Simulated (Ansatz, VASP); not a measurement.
One calculation of SiAg, two programs

```
CELL_PARAMETERS angstrom
4.22980 0.00000 0.00000
0.00000 4.22980 0.00000
0.00000 0.00000 5.60615
ATOMIC_POSITIONS crystal
Si 0.50000 0.00000 0.78897
Si 0.00000 0.50000 0.21103
Ag 0.50000 0.50000 0.00000
Ag 0.00000 0.00000 0.00000
```

Alike in both runs: task relaxation of cell and atoms; functional PBE; dispersion D3(BJ); k mesh 4 × 4 × 4; occupations gaussian, width 0.1 eV; no spin polarisation.

|  | VASP | Ansatz |
| --- | --- | --- |
| version | VASP 6.6.1 | Ansatz 0.2.0 |
| potentials or method | VASP PAW PBE potentials, release 64 (Si, Ag), cutoff 600 eV | scalar-relativistic, plane waves, PAW |
| valence electrons in the cell | 30 | 46 |

```tsv
	VASP	Ansatz	Ansatz less VASP
gap on the k mesh at the Fermi level, each at its own relaxed structure (eV)	none	none	-
relaxed volume (Å³/atom)	16.08	16.07	-0.011
relaxed length of the cell vector where the two differ most in proportion (Å)	3.953	3.962	+0.0098
```

A gap of «none» marks a metal or a gap that the smearing closes. VASP's potentials hold 30 valence electrons a cell and Ansatz's 46, so a difference there can come from the potentials and not from the codes.

The k mesh is coarse, so the values compare programs but aren't converged. Noted on VASP's run: the volume moved by over 15 % at a fixed basis, so the end points are rough.
